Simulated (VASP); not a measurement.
# BaB2 (P6/mmm) in VASP: single point with PBE

Aim: the single point of BaB2 with PBE.

Everything below comes from runs of VASP 6.6.1. Logs are shortened: lines on timing, memory, paths and dates and some standing lists are left out, and cuts for length are marked.

## (1) The cell of the first run

It takes space group P6/mmm (No. 191, hexagonal). The conventional cell has a = 3.256 Å, b = 3.256 Å, c = 4.979 Å, α = 90.00°, β = 90.00°, γ = 120.00°. Ba (site symmetry 6/mmm) has 12 B at 3.12 Å and 6 Ba at 3.26 Å within 4.1 Å. Within 2.5 Å of B (site symmetry -6m2) lie 3 B at 1.88 Å.

## (2) Single point, PBE, non-collinear spin, zero start, spin-orbit coupling

Contents of INCAR:

```
PREC     = Accurate       # precision mode
ENCUT    = 520            # plane-wave cutoff, eV
EDIFF    = 1E-7           # SCF threshold, eV
ISMEAR   = 0              # smearing method
SIGMA    = 0.05           # smearing width, eV
LREAL    = F              # projectors in reciprocal space
LASPH    = T              # aspherical terms in the spheres
NELM     = 150            # most SCF steps
ALGO     = Normal         # electronic algorithm
ISIF     = 2              # what is computed and relaxed
LWAVE    = F              # write WAVECAR
LCHARG   = F              # write CHGCAR
MAGMOM   = 0 0 0 0 0 0 0 0 0 # initial moments
LORBIT   = 11             # projections on sites
LSORBIT  = T              # spin-orbit coupling
GGA_COMPAT= F            
LORBMOM  = T            
GGA      = PE             # functional
NBANDS   = 29             # bands
```

Contents of KPOINTS:

```
Automatic mesh
0
Gamma
  12 12 8
```

Contents of POSCAR:

```
BaB2
1.0
    3.2556867360      0.0000000000      0.0000000000
   -1.6278433680      2.8195074202      0.0000000000
    0.0000000000      0.0000000000      4.9788888758
Ba B
1 2
Direct
    0.0000000000      0.0000000000      0.0000000000
    0.3333333333      0.6666666667      0.5000000000
    0.6666666667      0.3333333333      0.5000000000
```

Potentials or basis: VASP PAW PBE potentials, release 64 (Ba_sv, B).

Command:

```console
> cat potpaw_PBE.64/Ba_sv/POTCAR potpaw_PBE.64/B/POTCAR > POTCAR
> mpirun -np 1 vasp_ncl > vasp.out
```

OUTCAR:

```text
PREC = Accurate
   ENCUT = 520
   EDIFF = 1E-7
   ISMEAR = 0
   LREAL = F
   LASPH = T
   NELM = 150
   ISIF = 2
   LORBIT = 11
   LSORBIT = T
   GGA = PE

 ion  position               nearest neighbor table
   1  0.000  0.000  0.000-   2 3.12   3 3.12   2 3.12   3 3.12   3 3.12   3 3.12   2 3.12   2 3.12
                             3 3.12   3 3.12   2 3.12   2 3.12
   2  0.333  0.667  0.500-   3 1.88   3 1.88   3 1.88   1 3.12   1 3.12   1 3.12   1 3.12   1 3.12
                             1 3.12
   3  0.667  0.333  0.500-   2 1.88   2 1.88   2 1.88   1 3.12   1 3.12   1 3.12   1 3.12   1 3.12
                             1 3.12

  LATTYP: Found a hexagonal cell.
 ALAT       =     3.2556867360
 C/A-ratio  =     1.5292899101

  Lattice vectors:

 A1 = (   3.2556867360,   0.0000000000,   0.0000000000)
 A2 = (  -1.6278433680,   2.8195074202,   0.0000000000)
 A3 = (   0.0000000000,   0.0000000000,   4.9788888758)

Analysis of symmetry for initial positions (statically):
=====================================================================
 Subroutine PRICEL returns:
 Original cell was already a primitive cell.

 Routine SETGRP: Setting up the symmetry group for a
 hexagonal supercell.

 Subroutine GETGRP returns: Found 24 space group operations
 (whereof 24 operations were pure point group operations)
 out of a pool of 24 trial point group operations.

The static configuration has the point symmetry D_6h.

Analysis of symmetry for dynamics (positions and initial velocities):
=====================================================================
 Subroutine PRICEL returns:
 Original cell was already a primitive cell.

 Routine SETGRP: Setting up the symmetry group for a
 hexagonal supercell.

 Subroutine GETGRP returns: Found 24 space group operations
 (whereof 24 operations were pure point group operations)
 out of a pool of 24 trial point group operations.

The dynamic configuration has the point symmetry D_6h.

Analysis of structural, dynamic, and magnetic symmetry:
=====================================================================
 Subroutine PRICEL returns:
 Original cell was already a primitive cell.

 Routine SETGRP: Setting up the symmetry group for a
 hexagonal supercell.

 Subroutine GETGRP returns: Found 24 space group operations
 (whereof 24 operations were pure point group operations)
 out of a pool of 24 trial point group operations.

The overall configuration has the point symmetry D_6h.

 Subroutine INISYM returns: Found 24 space group operations
 (whereof 24 operations are pure point group operations),
 and found     1 'primitive' translations

----------------------------------------------------------------------------------------

                                     Primitive cell

  volume of cell :      45.7034

  direct lattice vectors                    reciprocal lattice vectors
     3.255686736  0.000000000  0.000000000     0.307154859  0.177335940  0.000000000
    -1.627843368  2.819507420  0.000000000     0.000000000  0.354671881  0.000000000
     0.000000000  0.000000000  4.978888876     0.000000000  0.000000000  0.200848026

  length of vectors
     3.255686736  3.255686736  4.978888876     0.354671881  0.354671881  0.200848026

  position of ions in fractional coordinates (direct lattice)
     0.000000000  0.000000000  0.000000000
     0.333333333  0.666666667  0.500000000
     0.666666667  0.333333333  0.500000000

  ion indices of the primitive-cell ions
   primitive index   ion index
                 1           1
                 2           2
                 3           3

----------------------------------------------------------------------------------------

 KPOINTS: Automatic mesh

Automatic generation of k-mesh.
 Grid dimensions read from file:
 generate k-points for:   12   12    8

 Generating k-lattice:

[... 101 lines left out ...]

 number of electron      16.0000001 magnetization      -0.0000000     -0.0000000     -0.0000000

 number of electron      16.0000001 magnetization      -0.0000000      0.0000000      0.0000000

 Free energy of the ion-electron system (eV)
  ---------------------------------------------------
  ext. energy  EPLUGINS =         0.00000000
  ---------------------------------------------------
  free energy    TOTEN  =       -14.23698845 eV

  energy without entropy =      -14.23525310  energy(sigma->0) =      -14.23612078

 E-fermi :   4.5306     XC(G=0): -10.7372

 val. band max:        4.5243130723   @ k =   0.3333   0.0833   0.1250
 cond. band min:       4.5561674899   @ k =   0.4167   0.1667   0.3750
 fundamental gap:      0.0318544176
 Fermi energy:         4.5305637352

 k-point     1 :       0.0000    0.0000    0.0000
  band No.  band energies     occupation
      1     -23.7832      1.00000
      2     -23.7832      1.00000
      3      -9.4289      1.00000
      4      -9.4289      1.00000
      5      -7.0981      1.00000
      6      -7.0981      1.00000
[... 733 lines left out ...]
     27      11.7377      0.00000
     28      11.7377      0.00000

 [... further k-points ...]

 [bands above 28 left out]

------------------------ aborting loop because EDIFF is reached ----------------------------------------

  FORCE on cell =-STRESS in cart. coord.  units (eV):
  Direction    XX          YY          ZZ          XY          YZ          ZX
  --------------------------------------------------------------------------------------
  -------------------------------------------------------------------------------------
  Total        0.6946625      0.6946625      0.5573777      0.0000000      0.0000000      0.0000000
  in kB       24.3520839     24.3520839     19.5394285      0.0000000      0.0000000      0.0000000
  external PRESSURE =      22.7478655 kB  Pullay stress =       0.0000000 kB

 VOLUME and BASIS-vectors are now :
 -----------------------------------------------------------------------------
  energy-cutoff  :      520.00
  volume of cell :       45.70
      direct lattice vectors                 reciprocal lattice vectors
     3.255686736  0.000000000  0.000000000     0.307154859  0.177335940  0.000000000
    -1.627843368  2.819507420  0.000000000     0.000000000  0.354671881  0.000000000
     0.000000000  0.000000000  4.978888876     0.000000000  0.000000000  0.200848026

 POSITION                                       TOTAL-FORCE (eV/Angst)
 -----------------------------------------------------------------------------------
      0.00000      0.00000      0.00000         0.000000     -0.000000     -0.000000
     -0.00000      1.87967      2.48944        -0.000000      0.000000     -0.000000
      1.62784      0.93984      2.48944         0.000000      0.000000      0.000000
 -----------------------------------------------------------------------------------
    total drift:                               -0.000000      0.000000     -0.000000

  FREE ENERGIE OF THE ION-ELECTRON SYSTEM (eV)
  ---------------------------------------------------
  free  energy   TOTEN  =       -14.2369884495 eV

  energy  without entropy=      -14.2352531018  energy(sigma->0) =      -14.23612078

 orbital moment (x)

 # of ion     p       d       tot
 ----------------------------------------
  1         0.000   0.000   0.000
  2         0.000   0.000   0.000
  3         0.000   0.000   0.000
 ----------------------------------------
            0.000   0.000   0.000

 orbital moment (y)

 # of ion     p       d       tot
 ----------------------------------------
  1        -0.000   0.000   0.000
  2        -0.000   0.000  -0.000
  3         0.000   0.000   0.000
 ----------------------------------------
           -0.000   0.000  -0.000

 orbital moment (z)

 # of ion     p       d       tot
 ----------------------------------------
  1         0.000   0.000   0.000
  2         0.000   0.000   0.000
  3        -0.000   0.000  -0.000
 ----------------------------------------
            0.000   0.000   0.000

 Spin-Orbit-Coupling matrix elements

 Ion:    1  E_soc:     -0.4099093
 l=   1
     0.0000000    -0.0674312    -0.0690296
    -0.0674312     0.0000000    -0.0674312
    -0.0690296    -0.0674312     0.0000000
 l=   2
     0.0000000    -0.0000860     0.0000000    -0.0000860    -0.0002875
    -0.0000860     0.0000000    -0.0001357    -0.0001597    -0.0000860
     0.0000000    -0.0001357     0.0000000    -0.0001357     0.0000000
    -0.0000860    -0.0001597    -0.0001357     0.0000000    -0.0000860
    -0.0002875    -0.0000860     0.0000000    -0.0000860     0.0000000
 l=   3
     0.0000000     0.0000000     0.0000000     0.0000000     0.0000000     0.0000000     0.0000000
     0.0000000     0.0000000     0.0000000     0.0000000     0.0000000     0.0000000     0.0000000
     0.0000000     0.0000000     0.0000000     0.0000000     0.0000000     0.0000000     0.0000000
     0.0000000     0.0000000     0.0000000     0.0000000     0.0000000     0.0000000     0.0000000
[... 29 lines left out ...]
 l=   2
     0.0000000     0.0000000     0.0000000     0.0000000     0.0000000
     0.0000000     0.0000000     0.0000000     0.0000000     0.0000000
     0.0000000     0.0000000     0.0000000     0.0000000     0.0000000
     0.0000000     0.0000000     0.0000000     0.0000000     0.0000000
     0.0000000     0.0000000     0.0000000     0.0000000     0.0000000
 l=   3
     0.0000000     0.0000000     0.0000000     0.0000000     0.0000000     0.0000000     0.0000000
     0.0000000     0.0000000     0.0000000     0.0000000     0.0000000     0.0000000     0.0000000
     0.0000000     0.0000000     0.0000000     0.0000000     0.0000000     0.0000000     0.0000000
     0.0000000     0.0000000     0.0000000     0.0000000     0.0000000     0.0000000     0.0000000
     0.0000000     0.0000000     0.0000000     0.0000000     0.0000000     0.0000000     0.0000000
     0.0000000     0.0000000     0.0000000     0.0000000     0.0000000     0.0000000     0.0000000
     0.0000000     0.0000000     0.0000000     0.0000000     0.0000000     0.0000000     0.0000000

 total charge

# of ion       s       p       d       tot
------------------------------------------
    1        2.032   5.551   0.689   8.272
    2        0.684   1.039   0.000   1.723
    3        0.684   1.039   0.000   1.723
--------------------------------------------------
tot          3.400   7.629   0.689  11.719

 magnetization (x)

# of ion       s       p       d       tot
------------------------------------------
    1       -0.000   0.000  -0.000  -0.000
    2        0.000   0.000   0.000   0.000
    3        0.000   0.000   0.000   0.000
--------------------------------------------------
tot          0.000   0.000  -0.000   0.000

 magnetization (y)

# of ion       s       p       d       tot
------------------------------------------
    1        0.000   0.000   0.000   0.000
    2       -0.000   0.000   0.000   0.000
    3       -0.000   0.000   0.000   0.000
--------------------------------------------------
tot         -0.000   0.000   0.000   0.000

 magnetization (z)

# of ion       s       p       d       tot
------------------------------------------
    1        0.000   0.000   0.000   0.000
    2        0.000   0.000   0.000   0.000
    3        0.000   0.000   0.000   0.000
--------------------------------------------------
tot          0.000   0.000   0.000   0.000
```

It took 6.2 min on 1 thread of Intel Xeon 8259CL, shared host; peak memory 0.37 GiB.

What came out:

```yaml
Free_energy: -14.2370 eV
Pressure: 2.3 GPa
Net_moment: 0.00 μB per cell
Valence_electrons_inside_the_program's_atomic_spheres: Ba 8.27; B 1.72
```

Moments on the atoms (μB; x, y, z):
```
Ba  0.00 0.00 0.00
B   0.00 0.00 0.00
B   0.00 0.00 0.00
```
